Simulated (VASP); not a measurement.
Wanted: the native input for a VASP 6.6.1 run.

* Task: single point
* Functional: PBE
* Potentials or basis: VASP PAW PBE potentials, release 64 (Ta_pv, Te, I)
* Cutoff: 520 eV
* k mesh: 4 × 4 × 4
* Occupations: gaussian, width 0.1 eV
* Spin: no spin polarisation
* Dipole correction: no
* Further INCAR settings: ALGO = Fast; EDIFF = 1e-06; NBANDS = 24

The structure of TaTeI2 lies in POSCAR:

```
TaTeI2
1.0
    4.3586424400      0.0000000000      0.0000000000
    0.0000000000      5.2741974600      0.0000000000
    0.0000000000      0.0000000000      6.4016255800
Ta Te I
1 1 2
Direct
    0.5000000000      0.5000000000      0.0000000000
    0.0000000000      0.0000000000      0.0000000000
    0.0000000000      0.5000000000      0.7204271900
    0.0000000000      0.5000000000      0.2795728100
```

The cell was generated, and may not be a known phase.

These files were run (other wordings do the same):

INCAR

```
PREC = Accurate ; ENCUT = 520
EDIFF = 1E-6 ; ISMEAR = 0
SIGMA = 0.1 ; LREAL = F
LASPH = T ; NELM = 60
ALGO = Fast ; ISIF = 2
LWAVE = F ; LCHARG = T
GGA = PE ; LELF = T
LVHAR = T ; NBANDS = 24
```

KPOINTS

```
Automatic mesh
0
Gamma
  4 4 4
```

Potentials or basis: VASP PAW PBE potentials, release 64 (Ta_pv, Te, I).

Command:

```sh
$ cat potpaw_PBE.64/Ta_pv/POTCAR potpaw_PBE.64/Te/POTCAR potpaw_PBE.64/I/POTCAR > POTCAR
$ mpirun -np 1 vasp_std > vasp.out
```

Results of the run:

| Property | Result |
| --- | --- |
| Pressure | 4.2 GPa |
| Largest force | 1.624 eV/Å |
| Band gap on the k mesh | zero (an odd number of electrons rules out a gap without spin polarisation) |

Caveat: the k points lie up to 0.36 Å⁻¹ apart, too coarse for converged energies and pressures of a metal; spin-orbit coupling is left out, which moves the levels of the heavy elements; an odd number of electrons without spin polarisation forces a metal; a magnetic or distorted state may lie lower.

Wall time 53 s on 1 thread of Oxide Virtual Turin-like Processor (shared host), peak memory 0.26 GiB.
